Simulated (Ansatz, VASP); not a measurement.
**SrO in VASP and in Ansatz**

Contents of INCAR:

```
PREC = Accurate
ENCUT = 600
EDIFF = 1E-6
ISMEAR = 0
SIGMA = 0.02
LREAL = F
LASPH = T
NELM = 120
ALGO = Normal
ISIF = 2
LWAVE = F
LCHARG = T
GGA = PS
LELF = T
LVHAR = T
NBANDS = 15
GGA_COMPAT = F
```

KPOINTS

```
regular mesh
0
Gamma
  6 6 6
```

Contents of POSCAR:

```
SrO
1.0
    0.0000000000      2.5613370527      2.5613370527
    2.5613370527      0.0000000000      2.5613370527
    2.5613370527      2.5613370527      0.0000000000
Sr O
1 1
Direct
    0.0000000000      0.0000000000      0.0000000000
    0.5000000000      0.5000000000      0.5000000000
```

Input for Ansatz:

```yaml
crystal:
  lattice:
    - [0.0, 2.5613370527, 2.5613370527]
    - [2.5613370527, 0.0, 2.5613370527]
    - [2.5613370527, 2.5613370527, 0.0]
  atoms:
    - { symbol: Sr, position: [0.0, 0.0, 0.0] }
    - { symbol: O, position: [0.5, 0.5, 0.5] }
basis:
  ecutwfc: 420
kpoints:
  mp_grid: { grid: [6, 6, 6] }
hamiltonian:
  xc: pbesol
  pseudopotentials: { kind: paw, azcp: { folder: soft_1 } }
scf:
  occupations: { method: gaussian, width: 0.02 }
output:
  forces: true
  stress: true
  eigenvalues: true
```

Alike in both runs: task single point; functional PBEsol; k mesh 6 × 6 × 6; occupations gaussian, width 0.02 eV; no spin polarisation.

|  | VASP | Ansatz |
| --- | --- | --- |
| version | VASP 6.6.1 | Ansatz 0.2.0 |
| potentials or method | VASP PAW PBE potentials, release 64 (Sr_sv, O), cutoff 600 eV | scalar-relativistic, plane waves, PAW |
| valence electrons in the cell | 16 | 16 |

|  | VASP | Ansatz | Ansatz less VASP |
| --- | --- | --- | --- |
| gap on the k mesh at the Fermi level (eV) | 3.15 | 3.20 | +0.049 |
| least direct gap on the mesh (eV) | 3.23 | 3.27 | +0.039 |
| pressure (GPa) | 0.5 | 0.0 | -0.55 |

VASP's potentials were made for PBE, not for PBEsol, and Ansatz warns of the same on its side. The functional is the same, so the differences come from potentials, cutoffs and numerics.
